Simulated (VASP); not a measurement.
A run of VASP 6.6.1:

Contents of INCAR:

```
SYSTEM = Zr2Ta
PREC = Accurate ; ENCUT = 520
EDIFF = 1E-7 ; ISMEAR = 0
SIGMA = 0.1 ; LREAL = .False.
LASPH = .True. ; NELM = 100
ALGO = Fast ; ISIF = 2
LWAVE = .False. ; LCHARG = .False.
GGA = PE ; NBANDS = 44
```

The input KPOINTS:

```
Automatic mesh
0
Gamma
  8 8 8
  0 0 0
```

File POSCAR:

```
Zr2Ta
1.0
    0.0000000000      3.9955457190      3.9955457190
    3.9955457190      0.0000000000      3.9955457190
    3.9955457190      3.9955457190      0.0000000000
Zr Ta
4 2
Direct
    0.1250000000      0.1250000000      0.1250000000
    0.6250000000      0.1250000000      0.1250000000
    0.1250000000      0.1250000000      0.6250000000
    0.1250000000      0.6250000000      0.1250000000
    0.5000000000      0.5000000000      0.5000000000
    0.7500000000      0.7500000000      0.7500000000
```

Potentials or basis: VASP PAW PBE potentials, release 64 (Zr_sv, Ta_pv).

Launch:

```bash
$ cat potpaw_PBE.64/Zr_sv/POTCAR potpaw_PBE.64/Ta_pv/POTCAR > POTCAR
$ mpirun -np 1 vasp_std > vasp.out
```

Hardware: 1 thread of Intel(R) Xeon(R) 6975P-C (Granite Rapids), with other jobs on the host.

**Question.** How long does it take, and how much memory?

**Answer.** Wall time 6.8 min on 1 thread of Intel(R) Xeon(R) 6975P-C (Granite Rapids), on a shared host, peak memory 0.33 GiB. Counts: scf iterations 62, k points 29.
